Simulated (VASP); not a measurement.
Runs of VASP 6.6.1 on Tl. The structure is that of space group P6_3/mmc (No. 194), or close to it. The cells are those of the table. 

```csv
level,potentials or basis,spin,cell,k mesh,cutoff (eV),smearing,gap on the mesh (eV),pressure (GPa),moment (μB)
LDA,"VASP PAW LDA potentials, release 64 (Tl_d)",off,"a = 3.524, b = 3.524, c = 5.633 Å, angles 90.0, 90.0, 120.0°, 2 atoms",9 × 9 × 5,520,fermi-dirac 0.05 eV,none,-3.2,-
LDA,"VASP PAW LDA potentials, release 64 (Tl_d)",off,"a = 3.366, b = 3.366, c = 5.554 Å, angles 90.0, 90.0, 120.0°, 2 atoms",7 × 7 × 4,520,fermi-dirac 0.05 eV,none,0.1,-
LDA,"VASP PAW LDA potentials, release 64 (Tl_d)","non-collinear, zero start, SOC","a = 3.343, b = 3.343, c = 5.554 Å, angles 90.0, 90.0, 120.0°, 2 atoms",7 × 7 × 4,520,fermi-dirac 0.05 eV,-,(c),0.00
PBE,"VASP PAW PBE potentials, release 64 (Tl_d)",off,"a = 3.524, b = 3.524, c = 5.633 Å, angles 90.0, 90.0, 120.0°, 2 atoms",9 × 9 × 5,520,fermi-dirac 0.05 eV,none,1.2,-
"pbe exchange, lyp correlation","VASP PAW PBE potentials, release 64 (Tl_d)",collinear,"a = 3.456, b = 3.456, c = 5.525 Å, angles 90.0, 90.0, 120.0°, 2 atoms",9 × 9 × 5,500,fermi-dirac 0.05 eV,none,(b),0.00
LDA,"VASP PAW LDA potentials, release 64 (Tl_d)",off,"a = 3.433, b = 3.433, c = 5.488 Å, angles 90.0, 90.0, 120.0°, 2 atoms",9 × 9 × 5,520,fermi-dirac 0.05 eV,none,-0.8,-
"b88 exchange, pbe correlation","VASP PAW PBE potentials, release 64 (Tl_d)",collinear,"a = 3.385, b = 3.385, c = 5.412 Å, angles 90.0, 90.0, 120.0°, 2 atoms",9 × 9 × 5,500,methfessel-paxton 0.15 eV,none,6.3,0.00
PBE+D3(BJ),"VASP PAW PBE potentials, release 64 (Tl_d)","non-collinear, typed start","a = 3.524, b = 3.524, c = 5.633 Å, angles 90.0, 90.0, 120.0°, 2 atoms",9 × 9 × 5,500,methfessel-paxton 0.05 eV,none,-0.6,0.00
PBE,"VASP PAW PBE potentials, release 64 (Tl_d)",off,"a = 3.433, b = 3.433, c = 5.488 Å, angles 90.0, 90.0, 120.0°, 2 atoms",9 × 9 × 5,520,fermi-dirac 0.05 eV,none,4.3,-
PBEsol,"VASP PAW PBE potentials, release 64 (Tl_d)","non-collinear, zero start, SOC","a = 3.456, b = 3.456, c = 5.525 Å, angles 90.0, 90.0, 120.0°, 2 atoms",9 × 9 × 5,520,fermi-dirac 0.05 eV,-,(a),0.00
```

Estimate the missing entries.

(a) -0.3; (b) 7.3; (c) 0.3.

Caveats: spin-orbit coupling is left out, which moves the levels of the heavy elements (at least some runs); the cell stands under pressure (at least some runs); the PAW data sets were made with another functional, which shifts forces and pressure a little (at least some runs); the cell stands under tension (at least some runs).

A k mesh can miss the band edges, and rows without SOC leave out spin-orbit coupling on Tl.

A gap of «none» marks levels without a gap at the run's occupations.
